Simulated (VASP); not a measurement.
Input of a VASP 6.6.1 run:

The input INCAR:

```
PREC = Accurate
ENCUT = 520
EDIFF = 1E-7
ISMEAR = 0
SIGMA = 0.02
LREAL = F
LASPH = T
NELM = 80
ALGO = Normal
ISIF = 2
LWAVE = F
LCHARG = F
NBANDS = 20
```

Contents of KPOINTS:

```
regular mesh
0
Gamma
  7 7 7
```

The input POSCAR:

```
LaBi
1.0
    0.0000000000      3.4088723779      3.4088723779
    3.4088723779      0.0000000000      3.4088723779
    3.4088723779      3.4088723779      0.0000000000
La Bi
1 1
Direct
    0.0000000000      0.0000000000      0.0000000000
    0.5000000000      0.5000000000      0.5000000000
```

Potentials or basis: VASP PAW LDA potentials, release 64 (La, Bi_d).

The run is started by

```bash
$ cat potpaw_LDA.64/La/POTCAR potpaw_LDA.64/Bi_d/POTCAR > POTCAR
$ mpirun -np 1 vasp_std > vasp.out
```

Problem. Predict the pressure.

Solution. -5.9 GPa.

Problem. Estimate the band gap on the k mesh.

Solution. Zero (band 13 reaches 5.82 eV, above the bottom of band 14 at 5.64 eV).

Caveat: spin-orbit coupling is left out, which moves the levels of the heavy elements.
